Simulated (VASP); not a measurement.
**BiC: single point with r2SCAN**

The system is BiC.

```
C Bi
1.0
     0.00000    2.77053    2.77053
     2.77053    0.00000    2.77053
     2.77053    2.77053    0.00000
C Bi
1 1
Direct
  0.00000 0.00000 0.00000
  0.50000 0.50000 0.50000
```

```json
{
  "Program": "VASP 6.6.1",
  "Task": "single point",
  "Functional": "r2SCAN",
  "Potentials or basis": "VASP PAW PBE potentials, release 64 (C, Bi_d)",
  "Cutoff": "660 eV",
  "k mesh": "11 × 11 × 11",
  "Occupations": "fermi-dirac, width 0.1 eV",
  "Spin": "no spin polarisation",
  "Dipole correction": "no",
  "Further INCAR settings": "ALGO = Normal; EDIFF = 1e-06; NBANDS = 16"
}
```

| Property | Result |
| --- | --- |
| Pressure | -16.0 GPa |
| Band gap on the k mesh | zero (an odd number of electrons rules out a gap without spin polarisation) |

Levels at points of the mesh, in eV from the Fermi level:
```tsv
k point	band 8	band 9	band 10	band 11	band 12	band 13
(0.00, 0.00, 0.00)	-0.78	-0.78	-0.78	5.42	5.42	5.42
```

Wall time 5 min on 1 thread of Intel Xeon 8259CL, with other jobs on the host, peak memory 0.24 GiB.

Caveat: the cell stands under tension; the PAW data sets were made with another functional, which shifts forces and pressure a little; spin-orbit coupling is left out, which moves the levels of the heavy elements; an odd number of electrons without spin polarisation forces a metal; a magnetic or distorted state may lie lower.
